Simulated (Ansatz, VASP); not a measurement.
# Pt: VASP beside Ansatz

Contents of INCAR:

```
SYSTEM = Pt
ALGO = Fast
EDIFF = 1E-6
ENCUT = 520
GGA = RE
GGA_COMPAT = .False.
ISIF = 2
ISMEAR = -5
IVDW = 12
LASPH = .True.
LCHARG = .True.
LMAXMIX = 4
LORBIT = 11
LORBMOM = .True.
LREAL = .False.
LSORBIT = .True.
LVHAR = .True.
LWAVE = .False.
MAGMOM = -0.078 -0.449 0.29
NBANDS = 21
NELM = 150
PREC = Accurate
SIGMA = 0.05
```

Contents of KPOINTS:

```
k-points
0
Gamma
  12 12 12
  0 0 0
```

File POSCAR:

```
Pt
1.0
    0.0000000000      1.9609000000      1.9609000000
    1.9609000000      0.0000000000      1.9609000000
    1.9609000000      1.9609000000      0.0000000000
Pt
1
Direct
    0.0000000000      0.0000000000      0.0000000000
```

input.yaml

```yaml
crystal:
  lattice:
    - [0.0, 1.9609, 1.9609]
    - [1.9609, 0.0, 1.9609]
    - [1.9609, 1.9609, 0.0]
  atoms:
    - { symbol: Pt, position: [0.0, 0.0, 0.0], spin: 0.54, spin_axis: [-0.078, -0.449, 0.29] }
hamiltonian:
  xc: revpbe
  pseudopotentials: { kind: paw_fr }
  dispersion: d3bj
magnetization:
  noncollinear: true
  spin_orbit: true
kpoints:
  mp_grid: { grid: [12, 12, 12] }
scf:
  occupations: { method: tetrahedron }
  n_extra_bands: 16
output:
  forces: true
  stress: true
  eigenvalues: true
  write_density: true
  write_potential: true
  elf: true
  volumetric_format: npy
```

Alike in both runs: task single point; functional revPBE; dispersion D3(BJ); k mesh 12 × 12 × 12; occupations tetrahedron; non-collinear spin, spin-orbit coupling.

|  | VASP | Ansatz |
| --- | --- | --- |
| version | VASP 6.6.1 | Ansatz 0.2.0 |
| potentials or method | VASP PAW PBE potentials, release 64 (Pt) | Ansatz PAW |
| plane-wave cutoff (eV) | 520 | 420 |
| valence electrons in the cell | 10 | 18 |

|  | VASP | Ansatz | Ansatz less VASP |
| --- | --- | --- | --- |
| pressure (GPa) | -3.0 | -2.8 | +0.23 |
| net moment per atom (μB) | 0.00 | 0.00 | 0.000 |

VASP's potentials were made for PBE, not for revPBE. VASP's potentials hold 10 valence electrons a cell and Ansatz's 18, so a difference there can come from the potentials and not from the codes.
